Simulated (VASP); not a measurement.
# TiO2 in VASP: notebook

TiO2 is run at these levels: r2SCAN; tasks: single point.

Program: VASP 6.6.1. These are calculated values, not measurements. Logs are shortened: lines on timing, memory, paths and dates and some standing lists are left out, and cuts for length are marked.

## 1. The cell of the first run

The typed cell holds 6 atoms: a = 3.778 Å, b = 3.778 Å, c = 5.486 Å, α = 110.14°, β = 110.14°, γ = 90.00°.

## 2. Single point, r2SCAN

POSCAR

```
TiO2
1.0
    2.6711600391     -2.6712510898     -0.0201684192
    2.6711600391      2.6712510898     -0.0201684192
   -2.6353413721      0.0000000000      4.8120473848
Ti O
2 4
Direct
    0.1249747458      0.8750252542      0.2500000000
    0.8750252542      0.1249747458      0.7500000000
    0.3322819417      0.0822483587      0.6645446495
    0.6677180583      0.9177516413      0.3354553505
    0.9177516413      0.6677180583      0.8354553505
    0.0822483587      0.3322819417      0.1645446495
```

INCAR.step1

```
SYSTEM = TiO2
  PREC = Accurate
  ENCUT = 520
  ISMEAR = 0
  SIGMA = 0.02
  LREAL = .FALSE.
  LASPH = .TRUE.
  NELM = 60
  NBANDS = 33
  GGA = PE
  ALGO = Normal
  EDIFF = 1E-4
  LWAVE = .TRUE.
  LCHARG = .FALSE.
```

INCAR.step2

```
SYSTEM = TiO2
  PREC = Accurate
  ENCUT = 520
  EDIFF = 1E-7
  ISMEAR = 0
  SIGMA = 0.02
  LREAL = .FALSE.
  LASPH = .TRUE.
  NELM = 60
  ALGO = Normal
  ISIF = 2
  LWAVE = .FALSE.
  LCHARG = .FALSE.
  METAGGA = R2SCAN
  LMIXTAU = .TRUE.
  NBANDS = 33
  ISTART = 1
```

KPOINTS

```
regular mesh
0
G
  8 8 6
  0 0 0
```

Potentials or basis: VASP PAW PBE potentials, release 64 (Ti_sv, O).

The run is started by

```sh
$ cat potpaw_PBE.64/Ti_sv/POTCAR potpaw_PBE.64/O/POTCAR > POTCAR
$ cp INCAR.step1 INCAR
$ mpirun -np 1 vasp_std > vasp.out
$ cp INCAR.step2 INCAR
$ mpirun -np 1 vasp_std > vasp.out
```

OUTCAR:

```text
SYSTEM = TiO2
   PREC = Accurate
   ENCUT = 520
   EDIFF = 1E-7
   ISMEAR = 0
   LREAL = .FALSE.
   LASPH = .TRUE.
   NELM = 60
   ISIF = 2
   METAGGA = R2SCAN
   ISTART = 1

 ion  position               nearest neighbor table
   1  0.125  0.875  0.250-   4 1.93   6 1.93   4 1.93   6 1.93   3 1.99   5 1.99
   2  0.875  0.125  0.750-   3 1.93   5 1.93   5 1.93   3 1.93   6 1.99   4 1.99
   3  0.332  0.082  0.665-   2 1.93   2 1.93   1 1.99
   4  0.668  0.918  0.335-   1 1.93   1 1.93   2 1.99
   5  0.918  0.668  0.835-   2 1.93   2 1.93   1 1.99
   6  0.082  0.332  0.165-   1 1.93   1 1.93   2 1.99

  Warning from LATTYP: Got some problem with cell dimensions!
  Tried to take original basis but could not verify dimensions!
  LATTYP: Found a base centered monoclinic cell.
 ALAT       =     5.3424723564
 B/A-ratio  =     1.0000055823
 C/A-ratio  =     1.0268783501
 COS(beta)  =    -0.4868465909

  Lattice vectors:

 A1 = (  -2.6711600391,   2.6712510898,   0.0201684192)
 A2 = (  -2.6711600391,  -2.6712510898,   0.0201684192)
 A3 = (   2.7069787061,   0.0000000000,   4.7717105464)

Analysis of symmetry for initial positions (statically):
=====================================================================
 Subroutine PRICEL returns:
 Original cell was already a primitive cell.

 Routine SETGRP: Setting up the symmetry group for a
 base centered monoclinic supercell.

 Subroutine GETGRP returns: Found  4 space group operations
 (whereof  2 operations were pure point group operations)
 out of a pool of  4 trial point group operations.

The static configuration has the point symmetry S_2 .
 The point group associated with its full space group is C_2h.

Analysis of symmetry for dynamics (positions and initial velocities):
=====================================================================
 Subroutine PRICEL returns:
 Original cell was already a primitive cell.

 Routine SETGRP: Setting up the symmetry group for a
 base centered monoclinic supercell.

 Subroutine GETGRP returns: Found  4 space group operations
 (whereof  2 operations were pure point group operations)
 out of a pool of  4 trial point group operations.

The dynamic configuration has the point symmetry S_2 .
 The point group associated with its full space group is C_2h.

 Subroutine INISYM returns: Found  4 space group operations
 (whereof  2 operations are pure point group operations),
 and found     1 'primitive' translations

----------------------------------------------------------------------------------------

                                     Primitive cell

  volume of cell :      68.3872

  direct lattice vectors                    reciprocal lattice vectors
     2.671160039 -2.671251090 -0.020168419     0.187961819 -0.187178211  0.102938213
     2.671160039  2.671251090 -0.020168419     0.187961819  0.187178211  0.102938213
    -2.635341372  0.000000000  4.812047385     0.001575584  0.000000000  0.208674629

  length of vectors
     3.777708976  3.777708976  5.486421801     0.284537526  0.284537526  0.208680577

  position of ions in fractional coordinates (direct lattice)
     0.124974746  0.875025254  0.250000000
     0.875025254  0.124974746  0.750000000
     0.332281942  0.082248359  0.664544650
     0.667718058  0.917751641  0.335455350
     0.917751641  0.667718058  0.835455350
     0.082248359  0.332281942  0.164544650

  ion indices of the primitive-cell ions
   primitive index   ion index
                 1           1
                 2           2
                 3           3
                 4           4
                 5           5
                 6           6

----------------------------------------------------------------------------------------

 KPOINTS: regular mesh

Automatic generation of k-mesh.
 Grid dimensions read from file:
 generate k-points for:    8    8    6

 Generating k-lattice:

  Cartesian coordinates                     Fractional coordinates (reciprocal lattice)
     0.023495227 -0.023397276  0.012867277     0.125000000  0.000000000  0.000000000
     0.023495227  0.023397276  0.012867277     0.000000000  0.125000000  0.000000000
     0.000262597  0.000000000  0.034779105    -0.000000000 -0.000000000  0.166666667

  Length of vectors
     0.035567191  0.035567191  0.034780096

  Shift w.r.t. Gamma in fractional coordinates (k-lattice)
     0.000000000  0.000000000  0.000000000

 Subroutine IBZKPT returns following result:
 ===========================================

 Found    114 irreducible k-points:

 Following reciprocal coordinates:
            Coordinates               Weight
  0.000000  0.000000  0.000000      1.000000
  0.125000 -0.000000 -0.000000      4.000000
  0.250000 -0.000000 -0.000000      4.000000
  0.375000 -0.000000 -0.000000      4.000000
  0.500000 -0.000000 -0.000000      2.000000
  0.125000  0.125000 -0.000000      2.000000
[... 16 lines left out ...]
  0.125000  0.000000  0.166667      4.000000
  0.250000 -0.000000  0.166667      4.000000
 [... further k-points ...]
   k-points           NKPTS =    114   k-points in BZ     NKDIM =    114   number of bands    NBANDS=     33
   number of dos      NEDOS =    301   number of ions     NIONS =      6
   total plane-waves  NPLWV =  32928
   dimension x,y,z NGX =    28 NGY =   28 NGZ =   42
   dimension x,y,z NGXF=    56 NGYF=   56 NGZF=   84
   ions per type =               2   4
   NGX,Y,Z   is equivalent  to a cutoff of  12.32, 12.32, 12.73 a.u.
   NGXF,Y,Z  is equivalent  to a cutoff of  24.64, 24.64, 25.45 a.u.
 SYSTEM =  TiO2
   PREC   = accura    normal or accurate (medium, high low for compatibility)
   ISTART =      1    job   : 0-new  1-cont  2-samecut
   ICHARG =      0    charge: 1-file 2-atom 10-const
   ISPIN  =      1    spin polarized calculation?
   LNONCOLLINEAR =      F non collinear calculations
   LSORBIT =      F    spin-orbit coupling
   LASPH  =      T    aspherical Exc in radial PAW
   ENCUT  =  520.0 eV  38.22 Ry    6.18 a.u.   7.02  7.02 10.20*2*pi/ulx,y,z
   NELM   =     60;   NELMIN=  2; NELMDL=  0     # of ELM steps
   EDIFF  = 0.1E-06   stopping-criterion for ELM
   LREAL  =      F    real-space projection
   EDIFFG = 0.1E-05   stopping-criterion for IOM
   NSW    =      0    number of steps for IOM
   IBRION =     -1    ionic relax: 0-MD 1-quasi-New 2-CG
   NFREE  =      0    steps in history (QN), initial steepest desc. (CG)
   ISIF   =      2    stress and relaxation
   ISYM   =      2    0-nonsym 1-usesym 2-fastsym
   POTIM  = 0.5000    time-step for ionic-motion
   TEBEG  =    0.0;   TEEND  =   0.0 temperature during run
   PSTRESS=    0.0 pullay stress
   NELECT =      48.0000    total number of electrons
   NUPDOWN=      -1.0000    fix difference up-down
   EMIN   =  10.00;   EMAX   =-10.00  energy-range for DOS
   EFERMI =   0.00;   METHOD = LEGACY
   ISMEAR =     0;   SIGMA  =   0.02  broadening in eV -4-tet -1-fermi 0-gaus
   EFERMI_NEDOS =   21; number of points for ismear=-14 and -15
   IALGO  =     38    algorithm
   IMIX   =      4    mixing-type and parameters
     AMIX     =   0.40;   BMIX     =  1.00
     AMIX_MAG =   1.60;   BMIX_MAG =  1.00
  volume/ion in A,a.u.               =      11.40        76.92
  Fermi-wavevector in a.u.,A,eV,Ry     =   1.454890  2.749344 28.799531  2.116706
  Thomas-Fermi vector in A             =   2.571988
   LORBIT       =      0    0 simple, 1 ext, 2 COOP (PROOUT), +10 PAW based schemes
   METAGGA = R2SCAN    functional components
   LHFCALC =     F    Hartree Fock is set to
   AEXX    =    0.0000 exact exchange contribution
   IVDW    =     0    specifies the selected vdW correction
   LEPSILON=     F    determine dielectric tensor
   LRPA    =     F    only Hartree local field effects (RPA)
 non-spin polarized calculation
 Gauss-broadening in eV      SIGMA  =   0.02
  energy-cutoff  :      520.00
  volume of cell :       68.39
 maximum number of plane-waves:      1858
   NGX = 15   NGY = 15   NGZ = 21

 number of electron      47.9999995 magnetization

 Free energy of the ion-electron system (eV)
  ---------------------------------------------------
  ext. energy  EPLUGINS =         0.00000000
  ---------------------------------------------------
  free energy    TOTEN  =       -69.85813910 eV

  energy without entropy =      -69.85813910  energy(sigma->0) =      -69.85813910

 E-fermi :   3.1031     XC(G=0): -11.4454

 val. band max:        2.9780460832   @ k =  -0.3750   0.3750   0.0000
 cond. band min:       5.5693768091   @ k =   0.0000   0.0000   0.0000
 fundamental gap:      2.5913307259
 Fermi energy:         3.1030538367

 k-point     1 :       0.0000    0.0000    0.0000
  band No.  band energies     occupation
      1     -55.5681      2.00000
      2     -55.5091      2.00000
      3     -30.9852      2.00000
      4     -30.7373      2.00000
      5     -30.7373      2.00000
      6     -30.6682      2.00000
[... 25 lines left out ...]
     32       8.6175      0.00000
     33       8.6894      0.00000

 k-point     2 :       0.1250   -0.0000   -0.0000
  band No.  band energies     occupation
      1     -55.5661      2.00000
      2     -55.5104      2.00000
      3     -30.9812      2.00000
      4     -30.7591      2.00000
      5     -30.7386      2.00000
      6     -30.6773      2.00000
[... 25 lines left out ...]
     32       8.8350      0.00000
     33       9.1267      0.00000
[... 754 lines left out ...]
     32       8.9816      0.00000
     33       9.0521      0.00000

 k-point    24 :       0.2500   -0.0000    0.1667
  band No.  band energies     occupation
      1     -55.5531      2.00000
      2     -55.5217      2.00000
      3     -30.9270      2.00000
      4     -30.8247      2.00000
      5     -30.7494      2.00000
      6     -30.6936      2.00000
[... 25 lines left out ...]
     32       9.3202      0.00000
     33       9.4595      0.00000

 [... further k-points ...]

------------------------ aborting loop because EDIFF is reached ----------------------------------------

  FORCE on cell =-STRESS in cart. coord.  units (eV):
  Direction    XX          YY          ZZ          XY          YZ          ZX
  --------------------------------------------------------------------------------------
  -------------------------------------------------------------------------------------
  Total        0.5551226      0.5547183      0.4659370      0.0000000      0.0000000      0.0000894
  in kB       13.0054232     12.9959525     10.9159829      0.0000000      0.0000000      0.0020939
  external PRESSURE =      12.3057862 kB  Pullay stress =       0.0000000 kB

 VOLUME and BASIS-vectors are now :
 -----------------------------------------------------------------------------
  energy-cutoff  :      520.00
  volume of cell :       68.39
      direct lattice vectors                 reciprocal lattice vectors
     2.671160039 -2.671251090 -0.020168419     0.187961819 -0.187178211  0.102938213
     2.671160039  2.671251090 -0.020168419     0.187961819  0.187178211  0.102938213
    -2.635341372  0.000000000  4.812047385     0.001575584  0.000000000  0.208674629

 POSITION                                       TOTAL-FORCE (eV/Angst)
 -----------------------------------------------------------------------------------
      2.01232      2.00357      1.18284        -0.000000     -0.001378      0.000000
      0.69465     -2.00357      3.58887         0.000000      0.001378      0.000000
     -0.64403     -0.66790      3.18946        -0.000201      0.000466      0.026109
      3.35100      0.66790      1.58225         0.000201     -0.000466     -0.026109
      2.03333     -0.66790      3.98827         0.000201      0.000466     -0.026109
      0.67365      0.66790      0.78344        -0.000201     -0.000466      0.026109
 -----------------------------------------------------------------------------------
    total drift:                                0.000000      0.000000     -0.000000

  FREE ENERGIE OF THE ION-ELECTRON SYSTEM (eV)
  ---------------------------------------------------
  free  energy   TOTEN  =       -69.8581390989 eV

  energy  without entropy=      -69.8581390989  energy(sigma->0) =      -69.85813910
```

Wall time 19 min (1 thread of Intel Xeon 6975P-C, shared host); peak memory 0.32 GiB.

What came out:

* Free energy: -69.8581 eV
* Pressure: 1.2 GPa
* Largest force: 0.026 eV/Å
* Band gap on the k mesh: 2.59 eV, indirect (least direct gap 2.90 eV)

Forces on the atoms (eV/Å):
```
Ti   0.000 -0.001  0.000
Ti   0.000  0.001  0.000
O    0.000  0.000  0.026
O    0.000  0.000 -0.026
O    0.000  0.000 -0.026
O    0.000  0.000  0.026
```

Stress tensor (GPa, compression positive):
```
1.30 0.00 0.00
0.00 1.30 0.00
0.00 0.00 1.09
```

Levels at points of the mesh, in eV from the valence-band top:
```
           k point  band 22  band 23  band 24  band 25  band 26  band 27
(0.00, 0.00, 0.00)    -0.76    -0.44    -0.44     2.59     3.31     4.50
(0.50, 0.00, 0.00)    -0.93    -0.84    -0.65     3.72     3.99     4.04
(0.50, 0.50, 0.00)    -2.05    -0.01    -0.01     3.77     3.77     4.24
(0.00, 0.00, 0.50)    -1.26    -0.09    -0.09     2.94     2.94     4.26
(0.50, 0.00, 0.50)    -0.93    -0.84    -0.65     3.72     3.99     4.04
(0.50, 0.50, 0.50)    -2.05    -0.01    -0.01     3.77     3.77     4.24
```

Caveat: the PAW data sets were made with another functional, which shifts forces and pressure a little. A k mesh can miss the band edges.

## 3. Single point, r2SCAN

POSCAR is that of step 2.

INCAR.step1

```
  PREC = Accurate
  ENCUT = 520
  ISMEAR = 0
  SIGMA = 0.02
  LREAL = F
  LASPH = T
  NELM = 100
  NBANDS = 33
  GGA = PE
  ALGO = Normal
  EDIFF = 1E-4
  LWAVE = T
  LCHARG = F
```

INCAR.step2

```
  PREC = Accurate
  ENCUT = 520
  EDIFF = 1E-6
  ISMEAR = 0
  SIGMA = 0.02
  LREAL = F
  LASPH = T
  NELM = 100
  ALGO = Normal
  ISIF = 2
  LWAVE = F
  LCHARG = F
  METAGGA = R2SCAN
  LMIXTAU = T
  NBANDS = 33
  ISTART = 1
```

KPOINTS

```
regular mesh
0
Gamma
  8 8 6
```

Potentials or basis: VASP PAW PBE potentials, release 64 (Ti_sv, O).

The run is started by

```sh
$ cat potpaw_PBE.64/Ti_sv/POTCAR potpaw_PBE.64/O/POTCAR > POTCAR
$ cp INCAR.step1 INCAR
$ mpirun -np 1 vasp_std > vasp.out
$ cp INCAR.step2 INCAR
$ mpirun -np 1 vasp_std > vasp.out
```

Wall time 18 min (1 thread of Intel Xeon 6975P-C, shared host); peak memory 0.33 GiB.

Results (log left out):

| Property | Result |
| --- | --- |
| Free energy | -69.8581 eV |
| Pressure | 1.2 GPa |
| Largest force | 0.026 eV/Å |
| Band gap on the k mesh | 2.59 eV, indirect (least direct gap 2.90 eV) |

Forces in eV/Å, atoms in the order of the input:
```
Ti   0.000 -0.001  0.000
Ti   0.000  0.001  0.000
O    0.000  0.000  0.026
O    0.000  0.000 -0.026
O    0.000  0.000 -0.026
O    0.000  0.000  0.026
```

Stress tensor (GPa, compression positive):
```
1.30 0.00 0.00
0.00 1.30 0.00
0.00 0.00 1.09
```

Levels at points of the mesh, in eV from the valence-band top:
```csv
k point,band 21,band 22,band 23,band 24,band 25,band 26,band 27,band 28
"(0.00, 0.00, 0.00)",-0.76,-0.76,-0.44,-0.44,2.59,3.31,4.50,4.50
"(0.50, 0.00, 0.00)",-1.92,-0.93,-0.84,-0.65,3.72,3.99,4.04,4.09
"(0.50, 0.50, 0.00)",-2.05,-2.05,-0.01,-0.01,3.77,3.77,4.24,4.24
"(0.00, 0.00, 0.50)",-1.26,-1.26,-0.09,-0.09,2.94,2.94,4.26,4.26
"(0.50, 0.00, 0.50)",-1.92,-0.93,-0.84,-0.65,3.72,3.99,4.04,4.09
"(0.50, 0.50, 0.50)",-2.05,-2.05,-0.01,-0.01,3.77,3.77,4.24,4.24
```

Caveat: the PAW data sets were made with another functional, which shifts forces and pressure a little.

## 4. Single point, r2SCAN

POSCAR

```
TiO2
1.0
    2.6711600402     -2.6712510909     -0.0201684190
    2.6711600402      2.6712510909     -0.0201684190
   -2.6353413730      0.0000000000      4.8120473783
Ti O
2 4
Direct
    0.1249747467      0.8750252533      0.2500000000
    0.8750252533      0.1249747467      0.7500000000
    0.3322819419      0.0822483592      0.6645446501
    0.6677180581      0.9177516408      0.3354553499
    0.9177516408      0.6677180581      0.8354553499
    0.0822483592      0.3322819419      0.1645446501
```

INCAR.step1

```
SYSTEM = TiO2
PREC = Accurate
ENCUT = 520
ISMEAR = 0
SIGMA = 0.05
LREAL = .False.
LASPH = .True.
NELM = 60
NBANDS = 33
GGA = PE
ALGO = Normal
EDIFF = 1E-4
LWAVE = .True.
LCHARG = .False.
```

INCAR.step2

```
SYSTEM = TiO2
PREC = Accurate
ENCUT = 520
EDIFF = 1E-7
ISMEAR = 0
SIGMA = 0.05
LREAL = .False.
LASPH = .True.
NELM = 60
ALGO = Normal
ISIF = 2
LWAVE = .False.
LCHARG = .False.
METAGGA = R2SCAN
LMIXTAU = .True.
NBANDS = 33
ISTART = 1
```

KPOINTS

```
regular mesh
0
Gamma
  6 6 6
  0 0 0
```

The run is started by

```sh
$ cat potpaw_PBE.64/Ti_sv/POTCAR potpaw_PBE.64/O/POTCAR > POTCAR
$ cp INCAR.step1 INCAR
$ mpirun -np 1 vasp_std > vasp.out
$ cp INCAR.step2 INCAR
$ mpirun -np 1 vasp_std > vasp.out
```

Wall time 8 min (1 thread of Oxide Virtual Turin-like, shared host); peak memory 0.23 GiB.

It converged, with:

```
Free energy            : -69.8582 eV
Pressure               : 1.2 GPa
Largest force          : 0.025 eV/Å
Band gap on the k mesh : 2.60 eV, indirect (least direct gap 2.90 eV)
```

Forces in eV/Å, atoms in the order of the input:
```
Ti   0.000 -0.001  0.000
Ti   0.000  0.001  0.000
O    0.000  0.000  0.025
O    0.000  0.000 -0.025
O    0.000  0.000 -0.025
O    0.000  0.000  0.025
```

Stress tensor (GPa, compression positive):
```
1.30 0.00 0.00
0.00 1.30 0.00
0.00 0.00 1.09
```

Levels at points of the mesh, in eV from the valence-band top:
| k point | band 22 | band 23 | band 24 | band 25 | band 26 | band 27 |
| --- | --- | --- | --- | --- | --- | --- |
| (0.00, 0.00, 0.00) | -0.75 | -0.43 | -0.43 | 2.60 | 3.32 | 4.51 |
| (0.50, 0.00, 0.00) | -0.92 | -0.83 | -0.64 | 3.73 | 4.00 | 4.05 |
| (0.50, 0.50, 0.00) | -2.04 | 0.00 | 0.00 | 3.78 | 3.78 | 4.25 |
| (0.00, 0.00, 0.50) | -1.25 | -0.08 | -0.08 | 2.95 | 2.95 | 4.27 |
| (0.50, 0.00, 0.50) | -0.92 | -0.83 | -0.64 | 3.73 | 4.00 | 4.05 |
| (0.50, 0.50, 0.50) | -2.04 | 0.00 | 0.00 | 3.78 | 3.78 | 4.25 |

Caveat: the PAW data sets were made with another functional, which shifts forces and pressure a little.

[end of part 1 of 2]
